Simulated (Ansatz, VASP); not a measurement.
Mg in VASP and in Ansatz

```
Mg
1.0
     3.19688    0.00000    0.00000
    -1.59844    2.76858    0.00000
     0.00000    0.00000    5.19039
Mg
2
Direct
  0.66667 0.33333 0.75000
  0.33333 0.66667 0.25000
```

Alike in both runs: functional PBE; k mesh 21 × 21 × 10; occupations gaussian, width 0.1 eV; no spin polarisation.

Ansatz relaxed the structure, and its values are those at the end. VASP's run is a single point on that final structure, the one shown.

|  | VASP | Ansatz |
| --- | --- | --- |
| version | VASP 6.6.1 | Ansatz 0.2.0 |
| potentials or method | VASP PAW PBE potentials, release 64 (Mg), cutoff 520 eV | scalar-relativistic, plane waves, PAW |
| valence electrons in the cell | 4 | 20 |

Ansatz gave:

```
gap on the k mesh at the Fermi level (eV) : none
pressure (GPa)                            : 0.0
```

Task: What did VASP give for the same quantities?

Result: gap on the k mesh at the Fermi level (eV): none; pressure (GPa): -0.2.

A gap of «none» marks a metal or a gap that the smearing closes. VASP's potentials hold 4 valence electrons a cell and Ansatz's 20, so a difference there can come from the potentials and not from the codes.
